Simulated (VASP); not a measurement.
Set up this calculation in VASP 6.6.1, as the native input.

- Task: single point
- Functional: LDA
- Potentials or basis: VASP PAW LDA potentials, release 64 (Tl_d)
- Cutoff: 520 eV
- k mesh: 11 × 11 × 11
- Occupations: fermi-dirac, width 0.1 eV
- Spin: no spin polarisation
- Dipole correction: no
- Further INCAR settings: ALGO = Normal; EDIFF = 1e-07; NBANDS = 12

The structure of Tl lies in POSCAR:

```
Tl
1.0
    0.0000000000      2.3846921351      2.3846921351
    2.3846921351      0.0000000000      2.3846921351
    2.3846921351      2.3846921351      0.0000000000
Tl
1
Direct
    0.0000000000      0.0000000000      0.0000000000
```

One way to write it, as run:

INCAR

```
SYSTEM = Tl
PREC = Accurate ; ENCUT = 520
EDIFF = 1E-7 ; ISMEAR = -1
SIGMA = 0.1 ; LREAL = .False.
LASPH = .True. ; NELM = 80
ALGO = Normal ; ISIF = 2
LWAVE = .False. ; LCHARG = .True.
GGA = CA ; LELF = .True.
LVHAR = .True. ; NBANDS = 12
```

KPOINTS

```
regular mesh
0
Gamma
  11 11 11
  0 0 0
```

Potentials or basis: VASP PAW LDA potentials, release 64 (Tl_d).

Run with:

```sh
$ cat potpaw_LDA.64/Tl_d/POTCAR > POTCAR
$ mpirun -np 1 vasp_std > vasp.out
```

It gave:

* Pressure: 0.1 GPa

Wall time 20 s on 1 thread of AMD EPYC 7R13 Processor (Zen 3), on a shared host, peak memory 0.12 GiB.
